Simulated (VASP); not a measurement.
# BaTe (P-6m2) in VASP: further runs, part 2 of 2

VASP 6.6.1.

### 3 Relaxation of shape and atoms at fixed volume, PBE (volume scaled by 0.97)

File INCAR:

```
PREC = Accurate
ENCUT = 500
EDIFF = 1E-7
ISMEAR = 0
SIGMA = 0.02
LREAL = False
LASPH = True
NELM = 120
ALGO = Normal
ISIF = 4
LWAVE = False
LCHARG = False
GGA = PE
IBRION = 2
NSW = 50
EDIFFG = -0.01
GGA_COMPAT = False
NELMIN = 4
```

File KPOINTS:

```
Automatic mesh
0
Gamma
  6 6 6
```

File POSCAR:

```
BaTe
1.0
    4.7593308058      0.0000000000      0.0000000000
   -2.3796654029      4.1217013829      0.0000000000
    0.0000000000      0.0000000000      4.3654146829
Ba Te
1 1
Direct
    0.3333333333      0.6666666667      0.0000000000
    0.6666666667      0.3333333333      0.5000000000
```

Potentials or basis: VASP PAW PBE potentials, release 64 (Ba_sv, Te).

Run with:

```sh
$ cat potpaw_PBE.64/Ba_sv/POTCAR potpaw_PBE.64/Te/POTCAR > POTCAR
$ mpirun -np 1 vasp_std > vasp.out
```

OUTCAR:

```text
PREC = Accurate
   ENCUT = 500
   EDIFF = 1E-7
   ISMEAR = 0
   LREAL = False
   LASPH = True
   NELM = 120
   ISIF = 4
   GGA = PE
   IBRION = 2
   NSW = 50
   EDIFFG = -0.01
   NELMIN = 4

 ion  position               nearest neighbor table
   1  0.333  0.667  0.000-   2 3.51   2 3.51   2 3.51   2 3.51   2 3.51   2 3.51
   2  0.667  0.333  0.500-   1 3.51   1 3.51   1 3.51   1 3.51   1 3.51   1 3.51

  LATTYP: Found a hexagonal cell.
 ALAT       =     4.7593308058
 C/A-ratio  =     0.9172328760

  Lattice vectors:

 A1 = (   4.7593308058,   0.0000000000,   0.0000000000)
 A2 = (  -2.3796654029,   4.1217013829,   0.0000000000)
 A3 = (   0.0000000000,   0.0000000000,   4.3654146829)

Analysis of symmetry for initial positions (statically):
=====================================================================
 Subroutine PRICEL returns:
 Original cell was already a primitive cell.

 Routine SETGRP: Setting up the symmetry group for a
 hexagonal supercell.

 Subroutine GETGRP returns: Found 12 space group operations
 (whereof 12 operations were pure point group operations)
 out of a pool of 24 trial point group operations.
[... 173 lines left out ...]
  Total        0.6178449      0.6178449      0.8000555      0.0000000      0.0000000      0.0000000
  in kB       11.5595816     11.5595816     14.9686552      0.0000000      0.0000000      0.0000000
  external PRESSURE =      12.6959395 kB  Pullay stress =       0.0000000 kB
[... 59 lines left out ...]
--------------------------------------- Ionic step        3  -------------------------------------------

 number of electron      16.0000000 magnetization

 Free energy of the ion-electron system (eV)
  ---------------------------------------------------
  ext. energy  EPLUGINS =         0.00000000
  ---------------------------------------------------
  free energy    TOTEN  =        -8.37815786 eV

  energy without entropy =       -8.37815786  energy(sigma->0) =       -8.37815786

 E-fermi :   2.7297     XC(G=0):  -8.2110

 val. band max:        2.6155175993   @ k =   0.0000   0.0000   0.0000
 cond. band min:       4.0355244060   @ k =   0.0000   0.0000   0.0000
 fundamental gap:      1.4200068067
 Fermi energy:         2.7297073016

 k-point     1 :       0.0000    0.0000    0.0000
  band No.  band energies     occupation
      1     -24.8083      2.00000
      2      -9.9687      2.00000
      3      -9.9687      2.00000
      4      -9.8733      2.00000
      5      -7.1889      2.00000
      6       1.8861      2.00000
      7       1.8861      2.00000
      8       2.6155      2.00000
      9       4.0355      0.00000
     10       5.1251      0.00000
     11       7.2156      0.00000
     12       7.2156      0.00000
[... 331 lines left out ...]
 k-point    24 :       0.3333    0.0000    0.5000
  band No.  band energies     occupation
      1     -24.7785      2.00000
      2     -10.2473      2.00000
      3     -10.1064      2.00000
      4      -9.9650      2.00000
      5      -6.6426      2.00000
      6       0.5398      2.00000
      7       1.3324      2.00000
      8       1.5693      2.00000
      9       4.9146      0.00000
     10       6.4439      0.00000
     11       6.8944      0.00000
     12       8.1948      0.00000

 [... further k-points ...]
[... 5 lines left out ...]
  --------------------------------------------------------------------------------------
  -------------------------------------------------------------------------------------
  Total        0.6534781      0.6534781      0.6702470      0.0000000      0.0000000     -0.0000000
  in kB       12.2262623     12.2262623     12.5400003      0.0000000      0.0000000     -0.0000000
  external PRESSURE =      12.3308417 kB  Pullay stress =       0.0000000 kB
[... 17 lines left out ...]
  FREE ENERGIE OF THE ION-ELECTRON SYSTEM (eV)
  ---------------------------------------------------
  free  energy   TOTEN  =        -8.3781578591 eV

  energy  without entropy=       -8.3781578591  energy(sigma->0) =       -8.37815786

 reached required accuracy - stopping structural energy minimisation
```

OSZICAR:

```text
N       E                     dE             d eps       ncg     rms          rms(c)
DAV:   1     0.976335784057E+02    0.97634E+02   -0.63023E+03   672   0.106E+03
DAV:   2    -0.175121545822E+01   -0.99385E+02   -0.93946E+02   880   0.191E+02
DAV:   3    -0.834553710463E+01   -0.65943E+01   -0.65579E+01   900   0.576E+01
[... 24 lines left out ...]
DAV:   2    -0.837817785820E+01    0.36347E-04   -0.63673E-05   788   0.564E-02    0.220E-02
DAV:   3    -0.837815751591E+01    0.20342E-04   -0.49268E-05   812   0.513E-02    0.428E-03
DAV:   4    -0.837815765664E+01   -0.14073E-06   -0.99283E-07   800   0.665E-03    0.320E-03
DAV:   5    -0.837815780850E+01   -0.15186E-06   -0.12785E-07   592   0.277E-03    0.763E-04
DAV:   6    -0.837815785908E+01   -0.50575E-07   -0.37653E-08   476   0.155E-03
   3 F= -.83781579E+01 E0= -.83781579E+01  d E =-.411746E-03
```

Wall time 25 s (1 thread of AMD EPYC 9R45 (Zen 5), shared host); peak memory 0.18 GiB.

What came out:

```
Free energy               : -8.3782 eV
Energy gained by relaxing : 0.2 meV/atom
Ionic steps               : 3
Pressure after relaxing   : 1.2 GPa
Band gap on the k mesh    : 1.42 eV, direct
```

Step by step:
```csv
step,energy change (eV),largest force (eV/Å),pressure (GPa),volume (Å³)
1,0.0000,0.0000,1.27,85.63
2,-0.0004,0.0000,1.24,85.63
3,-0.0004,0.0000,1.23,85.63
```

Final structure:
```
CELL_PARAMETERS angstrom
4.74988 0.00000 0.00000
-2.37494 4.11352 0.00000
0.00000 0.00000 4.38280
ATOMIC_POSITIONS crystal
Ba 0.33333 0.66667 0.00000
Te 0.66667 0.33333 0.50000
```

Levels at points of the mesh, in eV from the valence-band top:
```csv
k point,band 6,band 7,band 8,band 9,band 10,band 11
"(0.00, 0.00, 0.00)",-0.73,-0.73,0.00,1.42,2.51,4.60
"(0.50, 0.00, 0.00)",-2.30,-0.60,-0.50,1.58,4.32,4.62
"(0.00, 0.00, 0.50)",-2.69,-0.50,-0.50,2.94,2.94,3.83
"(0.50, 0.00, 0.50)",-1.91,-1.51,-1.19,2.54,4.12,5.22
```

Caveat: the cell differs from its parent crystal (volume scaled by 0.97); spin-orbit coupling is left out, which moves the levels of the heavy elements.

### 4 Single point, PBE

This run uses another cell than the first one: it holds 4 atoms, not 2.

File INCAR:

```
SYSTEM = BaTe
PREC     = Accurate       ! precision mode
ENCUT    = 500            ! plane-wave cutoff, eV
EDIFF    = 1E-6           ! SCF threshold, eV
ISMEAR   = 0              ! smearing method
SIGMA    = 0.1            ! smearing width, eV
LREAL    = .FALSE.        ! projectors in reciprocal space
LASPH    = .TRUE.         ! aspherical terms in the spheres
NELM     = 120            ! most SCF steps
ALGO     = Normal         ! electronic algorithm
ISIF     = 2              ! what is computed and relaxed
LWAVE    = .FALSE.        ! write WAVECAR
LCHARG   = .FALSE.        ! write CHGCAR
GGA      = PE             ! functional
NBANDS   = 24             ! bands
GGA_COMPAT= .FALSE.
```

File KPOINTS:

```
Automatic mesh
0
G
  4 4 2
  0 0 0
```

File POSCAR:

```
BaTe
1.0
    0.0000000000      0.0000000000     -4.4099628075
    2.4039493801     -4.1637624653      0.0000000000
   -7.2118481405     -4.1637624652      0.0000000000
Ba Te
2 2
Direct
    1.0000000000      0.5000000000      0.8333333333
    1.0000000000      0.0000000000      0.3333333333
    0.5000000000      0.0000000000      0.6666666667
    0.5000000000      0.5000000000      0.1666666667
```

Run with:

```sh
$ cat potpaw_PBE.64/Ba_sv/POTCAR potpaw_PBE.64/Te/POTCAR > POTCAR
$ mpirun -np 1 vasp_std > vasp.out
```

It took 32 s on 1 thread of AMD EPYC 9R45 (Zen 5), shared host; peak memory 0.25 GiB.

It converged, with:

| Quantity | Value |
| --- | --- |
| Free energy | -16.7626 eV |
| Pressure | 0.4 GPa |
| Band gap on the k mesh | 1.46 eV |

Forces on the atoms (eV/Å):
```
Ba   0.002  0.001  0.000
Ba   0.002  0.001  0.000
Te  -0.002 -0.001  0.000
Te  -0.002 -0.001  0.000
```

Stress tensor (GPa, compression positive):
```
 0.30 -0.01  0.00
-0.01  0.31  0.00
 0.00  0.00  0.49
```

Levels at points of the mesh, in eV from the valence-band top:
```tsv
k point	band 13	band 14	band 15	band 16	band 17	band 18	band 19	band 20
(0.00, 0.00, 0.00)	-0.72	-0.55	-0.52	0.00	1.46	1.61	2.39	4.27
(0.50, 0.00, 0.00)	-1.47	-1.15	-0.50	-0.50	2.52	2.93	2.93	3.78
(0.00, 0.50, 0.00)	-1.01	-1.01	-0.54	-0.54	2.38	2.38	3.23	3.23
(0.50, 0.50, 0.00)	-1.81	-1.81	-0.76	-0.76	2.52	2.52	4.09	4.09
(0.00, 0.00, 0.50)	-0.61	-0.61	-0.30	-0.30	1.81	1.81	3.49	3.49
(0.50, 0.00, 0.50)	-1.02	-1.02	-0.86	-0.86	2.29	2.29	3.58	3.58
(0.00, 0.50, 0.50)	-0.55	-0.55	-0.52	-0.52	1.61	1.61	4.27	4.27
(0.50, 0.50, 0.50)	-1.47	-1.47	-1.15	-1.15	2.52	2.52	4.02	4.02
```

Caveat: spin-orbit coupling is left out, which moves the levels of the heavy elements.

### 5 Relaxation of cell and atoms, PBE

This run uses another cell than the first one, of 44.01 Å³/atom, 1.289 times its volume.

File INCAR:

```
  PREC = Accurate
  ENCUT = 500
  EDIFF = 1E-7
  ISMEAR = 0
  SIGMA = 0.02
  LREAL = False
  LASPH = True
  NELM = 120
  ALGO = Normal
  ISIF = 3
  LWAVE = False
  LCHARG = False
  GGA = PE
  IBRION = 2
  NSW = 100
  EDIFFG = -0.01
  GGA_COMPAT = False
  NELMIN = 4
```

File KPOINTS:

```
regular mesh
0
Gamma
  6 6 6
```

File POSCAR:

```
BaTe
1.0
    4.7969861601      0.0000000000      0.0000000000
   -2.3984930800      4.1543118762      0.0000000000
    0.0000000000      0.0000000000      4.4166640477
Ba Te
1 1
Direct
    0.3333333333      0.6666666667      0.0000000000
    0.6666666667      0.3333333333      0.5000000000
```

Run with:

```sh
$ cat potpaw_PBE.64/Ba_sv/POTCAR potpaw_PBE.64/Te/POTCAR > POTCAR
$ mpirun -np 1 vasp_std > vasp.out
```

Wall time 35 s (1 thread of AMD EPYC 9R45 (Zen 5), shared host); peak memory 0.19 GiB.

The run converged. Its results:

```
Free energy                            : -8.3919 eV
Relaxed volume                         : 44.66 Å³/atom
Relaxed cell                           : a = 4.826 Å, b = 4.826 Å, c = 4.429 Å, α = 90.00°, β = 90.00°, γ = 120.00°
Space group after relaxing (to 0.05 Å) : P-6m2 (No. 187)
Energy gained by relaxing              : 0.8 meV/atom
Ionic steps                            : 4
Pressure after relaxing                : 0.0 GPa
Band gap on the k mesh                 : 1.49 eV, direct
```

The path:
```csv
step,energy change (eV),largest force (eV/Å),pressure (GPa),volume (Å³)
1,0.0000,0.0000,0.40,88.02
2,-0.0016,0.0000,-0.04,89.42
3,-0.0016,0.0000,-0.01,89.31
4,-0.0017,0.0000,0.00,89.32
```

Final structure:
```
Ba Te
1.0
     4.82582    0.00000    0.00000
    -2.41291    4.17928    0.00000
     0.00000    0.00000    4.42892
Ba Te
1 1
Direct
  0.33333 0.66667 0.00000
  0.66667 0.33333 0.50000
```

Levels at points of the mesh, in eV from the valence-band top:
```csv
k point,band 4,band 5,band 6,band 7,band 8,band 9,band 10,band 11,band 12
"(0.00, 0.00, 0.00)",-12.58,-9.71,-0.70,-0.70,0.00,1.49,2.37,4.50,4.50
"(0.50, 0.00, 0.00)",-12.54,-9.20,-2.20,-0.54,-0.51,1.64,4.27,4.47,4.79
"(0.00, 0.00, 0.50)",-12.64,-9.02,-2.58,-0.48,-0.48,2.94,2.94,3.78,3.78
"(0.50, 0.00, 0.50)",-12.68,-9.29,-1.84,-1.44,-1.12,2.52,4.00,5.07,5.67
```

Caveat: spin-orbit coupling is left out, which moves the levels of the heavy elements.

### 6 Summary

| task | cell | k mesh | smearing | gap on the mesh (eV) | pressure (GPa) | relaxed volume (Å³/atom) |
| --- | --- | --- | --- | --- | --- | --- |
| relaxation of cell and atoms | relaxed from a = 4.088, b = 4.088, c = 4.720 Å, angles 90.0, 90.0, 120.0°, 2 atoms | 6 × 6 × 4 | gaussian 0.1 eV | 1.50 | 0.0 | 44.62 |
| relaxation of shape and atoms at fixed volume | relaxed from a = 4.759, b = 4.759, c = 4.365 Å, angles 90.0, 90.0, 120.0°, 2 atoms | 6 × 6 × 6 | gaussian 0.02 eV | 1.42 | 1.2 | - |
| single point | a = 4.410, b = 4.808, c = 8.328 Å, 4 atoms | 4 × 4 × 2 | gaussian 0.1 eV | 1.46 | 0.4 | - |
| relaxation of cell and atoms | relaxed from a = 4.797, b = 4.797, c = 4.417 Å, angles 90.0, 90.0, 120.0°, 2 atoms | 6 × 6 × 6 | gaussian 0.02 eV | 1.49 | 0.0 | 44.66 |

Alike in all rows: level PBE; potentials or basis VASP PAW PBE potentials, release 64 (Ba_sv, Te); no spin polarisation; cutoff (eV) 500.

Caveats: spin-orbit coupling is left out, which moves the levels of the heavy elements; the volume moved by over 15 % at a fixed basis, so the end points are rough (some runs).

Total energies depend on the potentials used, so only differences within one code and one set of settings carry meaning.
